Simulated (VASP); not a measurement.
# Bi (R-3m) in VASP: vibrations by perturbation theory with PBEsol

Aim: the vibrations by perturbation theory of Bi with PBEsol.

Everything below comes from runs of VASP 6.6.1. Logs are shortened: lines on timing, memory, paths and dates and some standing lists are left out, and cuts for length are marked.

### Step 1. The cell of the first run

It takes space group R-3m (No. 166, trigonal). Conventional cell: a = 4.525 Å, b = 4.525 Å, c = 11.618 Å, α = 90.00°, β = 90.00°, γ = 120.00°. Bi (site symmetry 3m) has 6 Bi at 3.09 to 3.43 Å within 4.1 Å.

### Step 2. Vibrations by perturbation theory, PBEsol

Input file INCAR:

```
PREC = Accurate ; ENCUT = 520
EDIFF = 1E-8 ; ISMEAR = -1
SIGMA = 0.15 ; LREAL = False
LASPH = True ; NELM = 100
ALGO = Fast ; ISIF = 2
LWAVE = False ; LCHARG = False
GGA = PS ; NBANDS = 22
IBRION = 8 ; NSW = 1
```

Input file KPOINTS:

```
regular mesh
0
Gamma
  12 12 12
```

Input file POSCAR:

```
Bi
1.0
    2.2626775543      1.3063574951      3.8727551221
   -2.2626775543      1.3063574951      3.8727551221
    0.0000000000     -2.6127149901      3.8727551221
Bi
2
Direct
    0.2374401434      0.2374401434      0.2374401434
    0.7625598566      0.7625598566      0.7625598566
```

Potentials or basis: VASP PAW PBE potentials, release 64 (Bi_d).

Started as:

```
$ cat potpaw_PBE.64/Bi_d/POTCAR > POTCAR
$ mpirun -np 1 vasp_std > vasp.out
```

OUTCAR:

```text
PREC = Accurate
   ENCUT = 520
   EDIFF = 1E-8
   ISMEAR = -1
   LREAL = False
   LASPH = True
   NELM = 100
   ISIF = 2
   GGA = PS
   IBRION = 8
   NSW = 1

 ion  position               nearest neighbor table
   1  0.237  0.237  0.237-   2 3.09   2 3.09   2 3.09   2 3.43   2 3.43   2 3.43
   2  0.763  0.763  0.763-   1 3.09   1 3.09   1 3.09   1 3.43   1 3.43   1 3.43

  LATTYP: Found a trigonal (rhomboedric) cell.
 ALAT       =     4.6716712058
 COS(alpha) =     0.5308293951

  Lattice vectors:

 A1 = (   2.2626775543,   1.3063574951,   3.8727551221)
 A2 = (  -2.2626775543,   1.3063574951,   3.8727551221)
 A3 = (   0.0000000000,  -2.6127149901,   3.8727551221)

Analysis of symmetry for initial positions (statically):
=====================================================================
 Subroutine PRICEL returns:
 Original cell was already a primitive cell.

 Routine SETGRP: Setting up the symmetry group for a
 trigonal (rhombohedral) supercell.

 Subroutine GETGRP returns: Found 12 space group operations
 (whereof 12 operations were pure point group operations)
 out of a pool of 12 trial point group operations.

The static configuration has the point symmetry D_3d.

Analysis of symmetry for dynamics (positions and initial velocities):
=====================================================================
 Subroutine PRICEL returns:
 Original cell was already a primitive cell.

 Routine SETGRP: Setting up the symmetry group for a
 trigonal (rhombohedral) supercell.

 Subroutine GETGRP returns: Found 12 space group operations
 (whereof 12 operations were pure point group operations)
 out of a pool of 12 trial point group operations.

The dynamic configuration has the point symmetry D_3d.

 Subroutine INISYM returns: Found 12 space group operations
 (whereof 12 operations are pure point group operations),
 and found     1 'primitive' translations

----------------------------------------------------------------------------------------

                                     Primitive cell

  volume of cell :      68.6841

  direct lattice vectors                    reciprocal lattice vectors
     2.262677554  1.306357495  3.872755122     0.220977134  0.127581208  0.086071369
    -2.262677554  1.306357495  3.872755122    -0.220977134  0.127581208  0.086071369
     0.000000000 -2.612714990  3.872755122     0.000000000 -0.255162415  0.086071369

  length of vectors
     4.671671206  4.671671206  4.671671206     0.269288207  0.269288207  0.269288207

  position of ions in fractional coordinates (direct lattice)
     0.237440143  0.237440143  0.237440143
     0.762559857  0.762559857  0.762559857

  ion indices of the primitive-cell ions
   primitive index   ion index
                 1           1
                 2           2

----------------------------------------------------------------------------------------

 KPOINTS: regular mesh

Automatic generation of k-mesh.
 Grid dimensions read from file:
 generate k-points for:   12   12   12

 Generating k-lattice:

  Cartesian coordinates                     Fractional coordinates (reciprocal lattice)
     0.018414761  0.010631767  0.007172614     0.083333333  0.000000000  0.000000000
    -0.018414761  0.010631767  0.007172614     0.000000000  0.083333333  0.000000000
     0.000000000 -0.021263535  0.007172614     0.000000000  0.000000000  0.083333333

  Length of vectors
     0.022440684  0.022440684  0.022440684

  Shift w.r.t. Gamma in fractional coordinates (k-lattice)
[... 84 lines left out ...]
 RMM-DIIS sequential band-by-band and
  energy-cutoff  :      520.00
  volume of cell :       68.68
 maximum number of plane-waves:      1874
   NGX = 17   NGY = 17   NGZ = 17

--------------------------------------- Ionic step        1  -------------------------------------------

 number of electron      30.0000002 magnetization

 Free energy of the ion-electron system (eV)
  ---------------------------------------------------
  ext. energy  EPLUGINS =         0.00000000
  ---------------------------------------------------
  free energy    TOTEN  =        -8.62013701 eV

  energy without entropy =       -8.57684644  energy(sigma->0) =       -8.59849172

 E-fermi :   6.4746     XC(G=0):  -9.8249

 val. band max:        6.4145604317   @ k =   0.4167   0.0833   0.0833
 cond. band min:       6.4962385979   @ k =   0.4167   0.0000   0.0000
 fundamental gap:      0.0816781662
 Fermi energy:         6.4746248585

 k-point     1 :       0.0000    0.0000    0.0000
  band No.  band energies     occupation
      1     -16.4455      2.00000
      2     -16.4455      2.00000
      3     -16.2877      2.00000
      4     -16.2877      2.00000
      5     -16.2788      2.00000
      6     -16.0958      2.00000
[... 589 lines left out ...]
     21      14.4341      0.00000
     22      16.6311      0.00000

 [... further k-points ...]

------------------------ aborting loop because EDIFF is reached ----------------------------------------

  FORCE on cell =-STRESS in cart. coord.  units (eV):
  Direction    XX          YY          ZZ          XY          YZ          ZX
  --------------------------------------------------------------------------------------
  -------------------------------------------------------------------------------------
  Total       -0.0281805     -0.0281805     -0.0298770      0.0000000     -0.0000000      0.0000000
  in kB       -0.6573595     -0.6573595     -0.6969342      0.0000000     -0.0000000      0.0000000
  external PRESSURE =      -0.6705510 kB  Pullay stress =       0.0000000 kB

 VOLUME and BASIS-vectors are now :
 -----------------------------------------------------------------------------
  energy-cutoff  :      520.00
  volume of cell :       68.68
      direct lattice vectors                 reciprocal lattice vectors
     2.262677554  1.306357495  3.872755122     0.220977134  0.127581208  0.086071369
    -2.262677554  1.306357495  3.872755122    -0.220977134  0.127581208  0.086071369
     0.000000000 -2.612714990  3.872755122     0.000000000 -0.255162415  0.086071369

 POSITION                                       TOTAL-FORCE (eV/Angst)
 -----------------------------------------------------------------------------------
      0.00000      0.00000      2.75864         0.000000      0.000000      0.005456
      0.00000      0.00000      8.85962         0.000000     -0.000000     -0.005456
 -----------------------------------------------------------------------------------
    total drift:                               -0.000000      0.000000     -0.000000

  FREE ENERGIE OF THE ION-ELECTRON SYSTEM (eV)
  ---------------------------------------------------
  free  energy   TOTEN  =        -8.6201370052 eV

  energy  without entropy=       -8.5768464432  energy(sigma->0) =       -8.59849172

[... ionic steps 2 to 3 ...]

--------------------------------------- Ionic step        4  -------------------------------------------

------------------------ aborting loop because EDIFF is reached ----------------------------------------

[... ionic steps 5 to 5 ...]

--------------------------------------- Ionic step        6  -------------------------------------------

 Free energy of the ion-electron system (eV)
  ---------------------------------------------------
  ---------------------------------------------------
  free energy    TOTEN  =        -0.33823896 eV

  energy without entropy =       -0.33819124

------------------------ aborting loop because EDIFF is reached ----------------------------------------

 INTERNAL STRAIN TENSOR  FOR ION    1  DIRECTION 3   (eV/Angst):
 -----------------------------------------------------------------------------
    -3.09508  0.00000  0.00000
     0.00000 -3.09508 -0.00000
     0.00000 -0.00000 -4.89115

 INTERNAL STRAIN TENSOR FOR ION    2 for displacements in x,y,z  (eV/Angst):
          X           Y           Z          XY          YZ          ZX
  --------------------------------------------------------------------------------
  x     0.00000     0.00000     0.00000    -2.32136     0.00000     4.51566
  y    -2.32136     2.32136     0.00000     0.00000     4.56514     0.00000
  z     3.09508     3.09508     4.89115     0.00000     0.00000     0.00000

 SECOND DERIVATIVES (NOT SYMMETRIZED)
 ------------------------------------
               1X          1Y          1Z          2X          2Y          2Z
  1X    -1.377916   -0.000000    0.000000    1.377916    0.000000    0.000000
  1Y     0.000000   -1.377916   -0.000000    0.000000    1.377916    0.000000
  1Z     0.000000   -0.000000   -2.982281    0.000000    0.000000    2.982281
  2X     1.377916    0.000000    0.000000   -1.377916   -0.000000    0.000000
  2Y     0.000000    1.377916    0.000000    0.000000   -1.377916   -0.000000
  2Z     0.000000    0.000000    2.982281    0.000000   -0.000000   -2.982281

 Eigenvectors and eigenvalues of the dynamical matrix
 ----------------------------------------------------

   1 f  =    2.641117 THz    16.594626 2PiTHz   88.098175 cm-1    10.922777 meV
             X         Y         Z           dx          dy          dz
      0.000000  0.000000  2.758643     0.000000    0.000000    0.707107
      0.000000  0.000000  8.859623    -0.000000   -0.000000   -0.707107
[... 11 lines left out ...]
   4 f  =    0.000000 THz     0.000000 2PiTHz    0.000001 cm-1     0.000000 meV
             X         Y         Z           dx          dy          dz
      0.000000  0.000000  2.758643    -0.438504    0.535475    0.144848
      0.000000  0.000000  8.859623    -0.438504    0.535475    0.144848

   5 f/i=    0.000000 THz     0.000000 2PiTHz    0.000000 cm-1     0.000000 meV
             X         Y         Z           dx          dy          dz
      0.000000  0.000000  2.758643    -0.554452   -0.417349   -0.135658
      0.000000  0.000000  8.859623    -0.554452   -0.417349   -0.135658

   6 f/i=    0.000000 THz     0.000000 2PiTHz    0.000001 cm-1     0.000000 meV
             X         Y         Z           dx          dy          dz
      0.000000  0.000000  2.758643     0.017238    0.197704   -0.678687
      0.000000  0.000000  8.859623     0.017238    0.197704   -0.678687

--------------------------------------------------------------------------------------------------------

 ELASTIC MODULI CONTR FROM IONIC RELAXATION (kBar)
 Direction    XX          YY          ZZ          XY          YZ          ZX
 --------------------------------------------------------------------------------
 XX        -166.1548     16.2966   -118.4104     -0.0000    179.4024      0.0000
 YY          16.2966   -166.1548   -118.4104      0.0000   -179.4024     -0.0000
 ZZ        -118.4104   -118.4104   -187.1237     -0.0000     -0.0000      0.0000
 XY          -0.0000      0.0000     -0.0000    -91.2257      0.0000    177.4581
 YZ         179.4024   -179.4024     -0.0000      0.0000   -352.8086     -0.0000
 ZX           0.0000     -0.0000      0.0000    177.4581     -0.0000   -345.2030
 --------------------------------------------------------------------------------
```

It took 80 min on 1 thread of Oxide Virtual Turin-like, shared host; peak memory 2.1 GiB.

What came out:

```yaml
Highest_phonon_frequency_at_Γ: 88 cm⁻¹
```

Phonon frequencies in cm⁻¹ (negative: imaginary):
| q point | frequencies |
| --- | --- |
| (0.000, 0.000, 0.000) | 0 0 0 60 60 88 |

Caveat: the PAW data sets were made with another functional, which shifts forces and pressure a little; spin-orbit coupling is left out, which moves the levels of the heavy elements.
